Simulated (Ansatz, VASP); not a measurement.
Hf: VASP beside Ansatz

File INCAR:

```
ALGO = Fast ; EDIFF = 1E-7
ENCUT = 520 ; ISIF = 2
ISMEAR = 0 ; LASPH = True
LCHARG = True ; LELF = True
LREAL = False ; LVHAR = True
LWAVE = False ; NBANDS = 11
NELM = 60 ; PREC = Accurate
SIGMA = 0.15
```

KPOINTS

```
k-points
0
Gamma
  20 20 20
```

Contents of POSCAR:

```
Hf
1.0
    0.0000000000      2.2948839645      2.1243740859
    2.2948839645      0.0000000000      2.1243740859
    2.2948839645      2.2948839645      0.0000000000
Hf
1
Direct
    0.0000000000      0.0000000000      0.0000000000
```

Input for Ansatz:

```yaml
crystal:
  lattice:
    - [0.0, 2.2948839645, 2.1243740859]
    - [2.2948839645, 0.0, 2.1243740859]
    - [2.2948839645, 2.2948839645, 0.0]
  atoms:
    - { symbol: Hf, position: [0.0, 0.0, 0.0] }
basis:
  ecutwfc: 420
kpoints:
  mp_grid: { grid: [20, 20, 20] }
hamiltonian:
  xc: lda
scf:
  occupations: { method: gaussian, width: 0.15 }
output:
  forces: true
  stress: true
  eigenvalues: true
```

Alike in both runs: task single point; functional LDA; k mesh 20 × 20 × 20; occupations gaussian, width 0.15 eV; no spin polarisation.

|  | VASP | Ansatz |
| --- | --- | --- |
| version | VASP 6.6.1 | Ansatz 0.2.0 |
| potentials or method | VASP PAW LDA potentials, release 64 (Hf_pv), cutoff 520 eV | scalar-relativistic, plane waves, PAW |
| valence electrons in the cell | 10 | 26 |

|  | VASP | Ansatz | Ansatz less VASP |
| --- | --- | --- | --- |
| gap on the k mesh at the Fermi level (eV) | none | none | - |
| pressure (GPa) | -7.8 | -7.7 | +0.03 |
| traceless stress, the component that is largest in VASP (GPa) | 2.35 | 2.34 | -0.007 |

LDA's correlation is that of Perdew and Zunger in VASP and of Perdew and Wang (1992) in Ansatz. A gap of «none» marks a metal or a gap that the smearing closes. VASP's potentials hold 10 valence electrons a cell and Ansatz's 26, so a difference there can come from the potentials and not from the codes.

Spin-orbit coupling is off throughout.
